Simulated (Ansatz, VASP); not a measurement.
**One calculation of Ge, two programs**

The input INCAR:

```
PREC     = Accurate       # precision mode
ENCUT    = 520            # plane-wave cutoff, eV
EDIFF    = 1E-7           # SCF threshold, eV
ISMEAR   = 1              # smearing method
SIGMA    = 0.05           # smearing width, eV
LREAL    = False          # projectors in reciprocal space
LASPH    = True           # aspherical terms in the spheres
NELM     = 80             # most SCF steps
ALGO     = Normal         # electronic algorithm
ISIF     = 2              # what is computed and relaxed
LWAVE    = False          # write WAVECAR
LCHARG   = True           # write CHGCAR
GGA      = CA             # functional
LELF     = True           # ELF
LVHAR    = True         
NBANDS   = 21             # bands
```

File KPOINTS:

```
Automatic mesh
0
Gamma
  11 11 6
```

POSCAR

```
Ge
1.0
    1.5219911136     -2.6538726002      0.0000000000
    1.5219911136      2.6538726002      0.0000000000
    0.0000000000      0.0000000000      4.8354324041
Ge
2
Direct
    0.6665500000      0.3334500000      0.2500000000
    0.3334500000      0.6665500000      0.7500000000
```

Input for Ansatz:

```yaml
crystal:
  lattice:
    - [1.5219911136493598, -2.653872600164549, 0.0]
    - [1.5219911136493598, 2.653872600164549, 0.0]
    - [0.0, 0.0, 4.835432404078299]
  atoms:
    - { symbol: Ge, position: [0.66655, 0.33345, 0.25] }
    - { symbol: Ge, position: [0.33345, 0.66655, 0.75] }
basis:
  ecutwfc: 470.0
kpoints:
  mp_grid:
    grid: [11, 11, 6]
hamiltonian:
  xc: lda
scf:
  occupations:
    method: methfessel_paxton
    width: 0.05
output:
  stress: true
```

Alike in both runs: task single point; functional LDA; k mesh 11 × 11 × 6; occupations methfessel-paxton of order 1, width 0.05 eV; no spin polarisation.

```csv
,VASP,Ansatz
version,VASP 6.6.1,Ansatz 0.2.0
potentials or method,"VASP PAW LDA potentials, release 64 (Ge_d), cutoff 520 eV","plane waves, PAW"
valence electrons in the cell,28,28
```

```csv
,VASP,Ansatz,Ansatz less VASP
pressure (GPa),-5.1,-5.1,0.00
"traceless stress, the component that is largest in VASP (GPa)",4.44,4.44,+0.004
```

LDA's correlation is that of Perdew and Zunger in VASP and of Perdew and Wang (1992) in Ansatz.
